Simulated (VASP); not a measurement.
# WC (P1) in VASP: single point with PBE

Aim: the single point of WC with PBE.

All numbers are computed with VASP 6.6.1; they aren't measurements. Logs are shortened: lines on timing, memory, paths and dates and some standing lists are left out, and cuts for length are marked.

## (1) The cell of the first run

The typed cell holds 16 atoms: a = 5.665 Å, b = 5.187 Å, c = 5.779 Å, α = 90.00°, β = 90.00°, γ = 90.00°.

## (2) Single point, PBE

INCAR

```
SYSTEM = WC
  PREC = Accurate
  ENCUT = 520
  EDIFF = 1E-6
  ISMEAR = -1
  SIGMA = 0.36
  LREAL = Auto
  LASPH = .True.
  NELM = 80
  ALGO = Normal
  ISIF = 2
  LWAVE = .False.
  LCHARG = .True.
  GGA = PE
  LELF = .True.
  LVHAR = .True.
  NBANDS = 86
```

KPOINTS

```
Automatic mesh
0
Gamma
  2 2 2
  0 0 0
```

POSCAR

```
WC
1.0
   -2.8324930000     -4.9060210000      0.0000000000
    4.4922630000     -2.5936090000      0.0000000000
    0.0000000000      0.0000000000      5.7785510000
W C
8 8
Direct
    0.7331337134      0.4560944253      0.0177034000
    0.7454974561      0.4905804326      0.5160636291
    0.5157012562     -0.0095007353      0.0216663312
    0.5167925182     -0.0027355499      0.5404988206
    0.2227124713      0.4889587978      0.0142596301
    0.2641724118      0.4827113878      0.5250624248
    0.0112179211     -0.0308586824      0.0041879011
    0.0392983518     -0.0410233536      0.5104220764
    0.4828192207      0.6477764243      0.2497684973
    0.5226134297      0.6424821702      0.7527492619
    0.2555589639      0.1652995330      0.3028786974
    0.2708720455      0.1573467922      0.7920843824
   -0.0049874729      0.6271834525      0.3347378954
   -0.0122325852      0.6309406391      0.7837258856
    0.7698677952      0.1332168532      0.2923224179
    0.7766147049      0.1378048692      0.7693624232
```

Potentials or basis: VASP PAW PBE potentials, release 64 (W_sv, C).

Launch:

```bash
$ cat potpaw_PBE.64/W_sv/POTCAR potpaw_PBE.64/C/POTCAR > POTCAR
$ mpirun -np 1 vasp_std > vasp.out
```

OUTCAR:

```text
SYSTEM = WC
   PREC = Accurate
   ENCUT = 520
   EDIFF = 1E-6
   ISMEAR = -1
   LREAL = Auto
   LASPH = .True.
   NELM = 80
   ISIF = 2
   GGA = PE

 ion  position               nearest neighbor table
   1  0.733  0.456  0.018-  10 2.17  14 2.18   9 2.19  16 2.20  15 2.32  13 2.52   3 2.71   5 2.78
                             2 2.89   5 2.90   2 2.91   7 2.98   3 3.03   7 3.09
   2  0.745  0.491  0.516-  13 1.90  10 2.02  14 2.19  15 2.26   9 2.29  16 2.35   6 2.73   4 2.87
                             1 2.89   1 2.91   4 2.93   6 2.94   8 2.95   8 3.22
   3  0.516  0.990  0.022-  12 2.11  16 2.21   9 2.22  15 2.25  11 2.37  10 2.38   1 2.71   4 2.78
                             7 2.81   7 2.86   4 3.00   1 3.03   5 3.07   5 3.09
   4  0.517  0.997  0.540-  16 2.11  15 2.15  12 2.18  11 2.20  10 2.21   9 2.48   8 2.72   3 2.78
                             2 2.87   6 2.90   2 2.93   8 2.97   3 3.00   6 3.03
   5  0.223  0.489  0.014-  14 2.02  12 2.16   9 2.17  13 2.37  11 2.37  10 2.41   7 2.76   1 2.78
                             6 2.84   1 2.90   7 2.95   6 2.96   3 3.07   3 3.09
   6  0.264  0.483  0.525-  13 2.02  11 2.09  10 2.14   9 2.19  12 2.29  14 2.30   2 2.73   8 2.78
                             5 2.84   4 2.90   2 2.94   5 2.96   8 3.00   4 3.03
   7  0.011  0.969  0.004-  16 2.09  12 2.15  14 2.17  15 2.32  11 2.44  13 2.61   5 2.76   3 2.81
                             8 2.86   3 2.86   8 2.93   5 2.95   1 2.98   1 3.09
   8  0.039  0.959  0.510-  13 2.01  11 2.02  15 2.18  16 2.31  12 2.33  14 2.34   4 2.72   6 2.78
                             7 2.86   7 2.93   2 2.95   4 2.97   6 3.00   2 3.22
   9  0.483  0.648  0.250-   5 2.17   1 2.19   6 2.19   3 2.22   2 2.29   4 2.48
  10  0.523  0.642  0.753-   2 2.02   6 2.14   1 2.17   4 2.21   3 2.38   5 2.41
  11  0.256  0.165  0.303-   8 2.02   6 2.09   4 2.20   3 2.37   5 2.37   7 2.44
  12  0.271  0.157  0.792-   3 2.11   7 2.15   5 2.16   4 2.18   6 2.29   8 2.33
  13  0.995  0.627  0.335-   2 1.90   8 2.01   6 2.02   5 2.37   1 2.52   7 2.61
  14  0.988  0.631  0.784-   5 2.02   7 2.17   1 2.18   2 2.19   6 2.30   8 2.34
  15  0.770  0.133  0.292-   4 2.15   8 2.18   3 2.25   2 2.26   7 2.32   1 2.32
  16  0.777  0.138  0.769-   7 2.09   4 2.11   1 2.20   3 2.21   8 2.31   2 2.35

  LATTYP: Found a simple orthorhombic cell.
 ALAT       =     5.1872183785
 B/A-ratio  =     1.0921046511
 C/A-ratio  =     1.1139980194

  Lattice vectors:

 A1 = (  -4.4922630000,   2.5936090000,   0.0000000000)
 A2 = (  -2.8324930000,  -4.9060210000,   0.0000000000)
 A3 = (   0.0000000000,   0.0000000000,   5.7785510000)

Analysis of symmetry for initial positions (statically):
=====================================================================
 Subroutine PRICEL returns:
 Original cell was already a primitive cell.

 Routine SETGRP: Setting up the symmetry group for a
 simple orthorhombic supercell.

 Subroutine GETGRP returns: Found  1 space group operations
 (whereof  1 operations were pure point group operations)
 out of a pool of  8 trial point group operations.

The static configuration has the point symmetry C_1 .

Analysis of symmetry for dynamics (positions and initial velocities):
=====================================================================
 Subroutine PRICEL returns:
 Original cell was already a primitive cell.

 Routine SETGRP: Setting up the symmetry group for a
 simple orthorhombic supercell.

 Subroutine GETGRP returns: Found  1 space group operations
 (whereof  1 operations were pure point group operations)
 out of a pool of  8 trial point group operations.

The dynamic configuration has the point symmetry C_1 .

 Subroutine INISYM returns: Found  1 space group operations
 (whereof  1 operations are pure point group operations),
 and found     1 'primitive' translations

----------------------------------------------------------------------------------------

                                     Primitive cell

  volume of cell :     169.8057

  direct lattice vectors                    reciprocal lattice vectors
    -2.832493000 -4.906021000  0.000000000    -0.088261476 -0.152873375  0.000000000
     4.492263000 -2.593609000  0.000000000     0.166953713 -0.096390787  0.000000000
     0.000000000  0.000000000  5.778551000     0.000000000  0.000000000  0.173053764

  length of vectors
     5.664985317  5.187218378  5.778551000     0.176522964  0.192781550  0.173053764

  position of ions in fractional coordinates (direct lattice)
     0.733133713  0.456094425  0.017703400
     0.745497456  0.490580433  0.516063629
     0.515701256  0.990499265  0.021666331
     0.516792518  0.997264450  0.540498821
     0.222712471  0.488958798  0.014259630
     0.264172412  0.482711388  0.525062425
[... 8 lines left out ...]
     0.769867795  0.133216853  0.292322418
     0.776614705  0.137804869  0.769362423

  ion indices of the primitive-cell ions
   primitive index   ion index
                 1           1
                 2           2
                 3           3
                 4           4
                 5           5
                 6           6
[... 8 lines left out ...]
                15          15
                16          16

----------------------------------------------------------------------------------------

 KPOINTS: Automatic mesh

Automatic generation of k-mesh.
 Grid dimensions read from file:
 generate k-points for:    2    2    2

 Generating k-lattice:

  Cartesian coordinates                     Fractional coordinates (reciprocal lattice)
    -0.044130738 -0.076436688  0.000000000     0.500000000 -0.000000000  0.000000000
     0.083476857 -0.048195393  0.000000000    -0.000000000  0.500000000  0.000000000
     0.000000000  0.000000000  0.086526882     0.000000000  0.000000000  0.500000000

  Length of vectors
     0.088261482  0.096390775  0.086526882

  Shift w.r.t. Gamma in fractional coordinates (k-lattice)
     0.000000000  0.000000000  0.000000000

 Subroutine IBZKPT returns following result:
 ===========================================

 Found      8 irreducible k-points:

 Following reciprocal coordinates:
            Coordinates               Weight
  0.000000  0.000000  0.000000      1.000000
  0.500000  0.000000  0.000000      1.000000
 -0.000000  0.500000  0.000000      1.000000
  0.500000  0.500000  0.000000      1.000000
  0.000000  0.000000  0.500000      1.000000
  0.500000  0.000000  0.500000      1.000000
 -0.000000  0.500000  0.500000      1.000000
  0.500000  0.500000  0.500000      1.000000
   k-points           NKPTS =      8   k-points in BZ     NKDIM =      8   number of bands    NBANDS=     86
   number of dos      NEDOS =    301   number of ions     NIONS =     16
   total plane-waves  NPLWV =  80640
   dimension x,y,z NGX =    42 NGY =   40 NGZ =   48
   dimension x,y,z NGXF=    84 NGYF=   80 NGZF=   96
   ions per type =               8   8
   NGX,Y,Z   is equivalent  to a cutoff of  12.33, 12.82, 13.81 a.u.
   NGXF,Y,Z  is equivalent  to a cutoff of  24.65, 25.64, 27.62 a.u.
 SYSTEM =  WC
   PREC   = accura    normal or accurate (medium, high low for compatibility)
   ISTART =      0    job   : 0-new  1-cont  2-samecut
   ICHARG =      2    charge: 1-file 2-atom 10-const
   ISPIN  =      1    spin polarized calculation?
   LNONCOLLINEAR =      F non collinear calculations
   LSORBIT =      F    spin-orbit coupling
   LASPH  =      T    aspherical Exc in radial PAW
   ENCUT  =  520.0 eV  38.22 Ry    6.18 a.u.  10.53  9.64 10.74*2*pi/ulx,y,z
   NELM   =     80;   NELMIN=  2; NELMDL= -5     # of ELM steps
   EDIFF  = 0.1E-05   stopping-criterion for ELM
   LREAL  =      T    real-space projection
   EDIFFG = 0.1E-04   stopping-criterion for IOM
   NSW    =      0    number of steps for IOM
[... 5 lines left out ...]
   TEBEG  =    0.0;   TEEND  =   0.0 temperature during run
   PSTRESS=    0.0 pullay stress
   NELECT =     144.0000    total number of electrons
   NUPDOWN=      -1.0000    fix difference up-down
   EMIN   =  10.00;   EMAX   =-10.00  energy-range for DOS
   EFERMI =   0.00;   METHOD = LEGACY
   ISMEAR =    -1;   SIGMA  =   0.36  broadening in eV -4-tet -1-fermi 0-gaus
   EFERMI_NEDOS =   21; number of points for ismear=-14 and -15
   IALGO  =     38    algorithm
   IMIX   =      4    mixing-type and parameters
     AMIX     =   0.40;   BMIX     =  1.00
     AMIX_MAG =   1.60;   BMIX_MAG =  1.00
  volume/ion in A,a.u.               =      10.61        71.62
  Fermi-wavevector in a.u.,A,eV,Ry     =   1.549571  2.928265 32.669919  2.401171
  Thomas-Fermi vector in A             =   2.654359
   LORBIT       =      0    0 simple, 1 ext, 2 COOP (PROOUT), +10 PAW based schemes
   GGA     = PE    functional components
   LHFCALC =     F    Hartree Fock is set to
   AEXX    =    0.0000 exact exchange contribution
   IVDW    =     0    specifies the selected vdW correction
   LEPSILON=     F    determine dielectric tensor
   LRPA    =     F    only Hartree local field effects (RPA)
 non-spin polarized calculation
  energy-cutoff  :      520.00
  volume of cell :      169.81
 maximum number of plane-waves:      4602
   NGX = 21   NGY = 19   NGZ = 21

 number of electron     143.9999998 magnetization

 Free energy of the ion-electron system (eV)
  ---------------------------------------------------
  ext. energy  EPLUGINS =         0.00000000
  ---------------------------------------------------
  free energy    TOTEN  =      -174.92246464 eV

  energy without entropy =     -172.97855601  energy(sigma->0) =     -173.95051033

 E-fermi :  11.1600     XC(G=0): -13.6445

 val. band max:       11.1524183449   @ k =   0.5000   0.0000   0.0000
 cond. band min:      11.1915005828   @ k =  -0.0000   0.5000   0.0000
 fundamental gap:      0.0390822379
 Fermi energy:        11.1599555929

 k-point     1 :       0.0000    0.0000    0.0000
  band No.  band energies     occupation
      1     -63.2252      2.00000
      2     -63.1703      2.00000
      3     -63.1649      2.00000
      4     -63.1222      2.00000
      5     -63.0902      2.00000
      6     -63.0393      2.00000
[... 685 lines left out ...]
     83      14.3771      0.00026
     84      14.6517      0.00012
 [bands above 84 left out]

------------------------ aborting loop because EDIFF is reached ----------------------------------------

  FORCE on cell =-STRESS in cart. coord.  units (eV):
  Direction    XX          YY          ZZ          XY          YZ          ZX
  --------------------------------------------------------------------------------------
  -------------------------------------------------------------------------------------
  Total        7.4961386     25.0959241      1.8215829     10.9646892      0.8508803     -1.3138980
  in kB       70.7287395    236.7889896     17.1872837    103.4557512      8.0283589    -12.3970959
  external PRESSURE =     108.2350042 kB  Pullay stress =       0.0000000 kB

 VOLUME and BASIS-vectors are now :
 -----------------------------------------------------------------------------
  energy-cutoff  :      520.00
  volume of cell :      169.81
      direct lattice vectors                 reciprocal lattice vectors
    -2.832493000 -4.906021000  0.000000000    -0.088261476 -0.152873375  0.000000000
     4.492263000 -2.593609000  0.000000000     0.166953713 -0.096390787  0.000000000
     0.000000000  0.000000000  5.778551000     0.000000000  0.000000000  0.173053764

 POSITION                                       TOTAL-FORCE (eV/Angst)
 -----------------------------------------------------------------------------------
     -0.02770     -4.77970      0.10230         1.007634     -2.584137      0.691124
      0.09220     -4.92980      2.98210        -2.899565      1.784239      1.752169
      2.98886     -5.09901      0.12520        -1.618709      1.542485      1.347973
      3.01616     -5.12191      3.12330        -1.909894      0.711349     -2.721527
      1.56570     -2.36080      0.08240        -3.189041     -2.186188      2.489748
      1.42020     -2.54800      3.03410        -0.070678      1.343455      0.774330
[... 8 lines left out ...]
     -1.58220     -4.12250      1.68920         0.713484      0.218114     -1.631965
     -1.58070     -4.16750      4.44580         0.719534      0.440416      0.066571
 -----------------------------------------------------------------------------------
    total drift:                                0.012125     -0.014237     -0.000160

  FREE ENERGIE OF THE ION-ELECTRON SYSTEM (eV)
  ---------------------------------------------------
  free  energy   TOTEN  =      -174.9224646391 eV

  energy  without entropy=     -172.9785560113  energy(sigma->0) =     -173.95051033
```

It took 3.6 min on 1 thread of AMD EPYC 7R13 (Zen 3), shared host; peak memory 0.27 GiB.

Results:

```
Free energy            : -174.9225 eV
Pressure               : 10.8 GPa
Largest force          : 6.945 eV/Å
Band gap on the k mesh : zero (band 72 reaches 11.19 eV, above the bottom of band 73 at 11.05 eV)
```

Forces on the atoms (eV/Å):
```
W    1.008 -2.584  0.691
W   -2.900  1.784  1.752
W   -1.619  1.542  1.348
W   -1.910  0.711 -2.722
W   -3.189 -2.186  2.490
W   -0.071  1.343  0.774
W    1.229 -0.571  2.683
W    4.472  2.102  2.719
C   -0.369 -1.190  0.966
C    2.272  0.991  2.541
C   -1.281 -0.362 -2.886
C    0.160  0.822 -1.133
C    0.219 -2.157 -6.598
C    0.544 -0.905 -1.060
C    0.713  0.218 -1.632
C    0.720  0.440  0.067
```

Levels at points of the mesh, in eV from the Fermi level:
| k point | band 70 | band 71 | band 72 | band 73 | band 74 | band 75 |
| --- | --- | --- | --- | --- | --- | --- |
| (0.00, 0.00, 0.00) | -0.58 | -0.46 | -0.13 | -0.06 | 0.62 | 1.09 |
| (0.50, 0.00, 0.00) | -0.92 | -0.63 | -0.01 | 0.21 | 0.33 | 0.41 |
| (0.00, 0.50, 0.00) | -0.94 | -0.06 | 0.03 | 1.21 | 1.28 | 1.48 |
| (0.50, 0.50, 0.00) | -1.41 | -1.29 | -1.17 | 0.79 | 1.20 | 1.47 |
| (0.00, 0.00, 0.50) | -1.10 | -0.10 | -0.01 | 0.35 | 0.57 | 0.63 |
| (0.50, 0.00, 0.50) | -1.22 | -1.09 | -0.95 | -0.11 | 0.21 | 0.34 |
| (0.00, 0.50, 0.50) | -1.17 | -0.96 | -0.86 | 0.93 | 0.97 | 1.06 |
| (0.50, 0.50, 0.50) | -1.61 | -1.41 | -0.94 | 0.74 | 1.26 | 1.30 |

Caveat: the k points lie up to 0.61 Å⁻¹ apart; spin-orbit coupling is left out, which moves the levels of the heavy elements; forces of over 1 eV/Å act on the atoms, so gaps and moduli don't describe the material at rest.
